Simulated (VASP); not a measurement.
Set up this calculation in VASP 6.6.1, as the native input.

* Task: single point
* Functional: PBE
* Potentials or basis: VASP PAW PBE potentials, release 64 (Cs_sv, Pb_d, Cl)
* Cutoff: 520 eV
* k mesh: 6 × 6 × 6
* Occupations: gaussian, width 0.05 eV
* Spin: no spin polarisation
* Dipole correction: no
* Further INCAR settings: ALGO = Normal; EDIFF = 1e-06; NBANDS = 30

The structure of CsPbCl3 lies in POSCAR:

```
CsPbCl3
1.0
    5.9315885975      1.4828971494      1.4828971494
    1.4828971494      5.9315885975      1.4828971494
    1.4828971494      1.4828971494      5.9315885975
Cs Pb Cl
1 1 3
Direct
    0.0000000000      0.0000000000      0.0000000000
    0.5000000000      0.5000000000      0.5000000000
    0.0000000000      0.5000000000      0.5000000000
    0.5000000000      0.0000000000      0.5000000000
    0.5000000000      0.5000000000      0.0000000000
```

This cell differs from its parent crystal: ratio of the length along [111] to the lengths across it x 2.0, volume and fractional coordinates fixed.

The input as run:

INCAR

```
SYSTEM = CsPbCl3
  PREC = Accurate
  ENCUT = 520
  EDIFF = 1E-6
  ISMEAR = 0
  SIGMA = 0.05
  LREAL = .FALSE.
  LASPH = .TRUE.
  NELM = 60
  ALGO = Normal
  ISIF = 2
  LWAVE = .FALSE.
  LCHARG = .FALSE.
  GGA = PE
  NBANDS = 30
```

KPOINTS

```
regular mesh
0
G
  6 6 6
  0 0 0
```

Potentials or basis: VASP PAW PBE potentials, release 64 (Cs_sv, Pb_d, Cl).

Command:

```sh
$ cat potpaw_PBE.64/Cs_sv/POTCAR potpaw_PBE.64/Pb_d/POTCAR potpaw_PBE.64/Cl/POTCAR > POTCAR
$ mpirun -np 1 vasp_std > vasp.out
```

It gave:

- Pressure: 3.3 GPa
- Band gap on the k mesh: 0.50 eV

Caveat: the cell stands under pressure; spin-orbit coupling is left out, which moves the levels of the heavy elements.

It took 4.9 min on 1 thread of Oxide Virtual Turin-like Processor, with other jobs on the host, peak memory 0.38 GiB.
